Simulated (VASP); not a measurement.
A run of VASP 6.6.1 is set up as follows.

Contents of INCAR:

```
SYSTEM = Zn
  ALGO = Normal
  EDIFF = 1E-6
  ENCUT = 520
  GGA = PS
  ISIF = 2
  ISMEAR = 1
  IVDW = 12
  LASPH = .True.
  LCHARG = .False.
  LREAL = .False.
  LWAVE = .False.
  NBANDS = 12
  NELM = 60
  PREC = Accurate
  SIGMA = 0.05
```

File KPOINTS:

```
k-points
0
Gamma
  8 8 8
  0 0 0
```

File POSCAR:

```
Zn
1.0
   -1.5542422979      1.5542422979      1.5542422979
    1.5542422979     -1.5542422979      1.5542422979
    1.5542422979      1.5542422979     -1.5542422979
Zn
1
Direct
    0.0120688640     -0.0011977141      0.0053181697
```

Potentials or basis: VASP PAW PBE potentials, release 64 (Zn).

Run with:

```console
$ cat potpaw_PBE.64/Zn/POTCAR > POTCAR
$ mpirun -np 1 vasp_std > vasp.out
```

Task: Estimate the pressure.

Result: -7.9 GPa.

Task: Estimate the band gap on the k mesh.

Result: Zero (band 6 reaches 7.33 eV, above the bottom of band 7 at 2.17 eV).

Task: Estimate the dispersion energy per atom.

Result: -0.364 eV.

Caveat: the PAW data sets were made with another functional, which shifts forces and pressure a little; pairwise dispersion overbinds metals, which lowers pressure and volume.
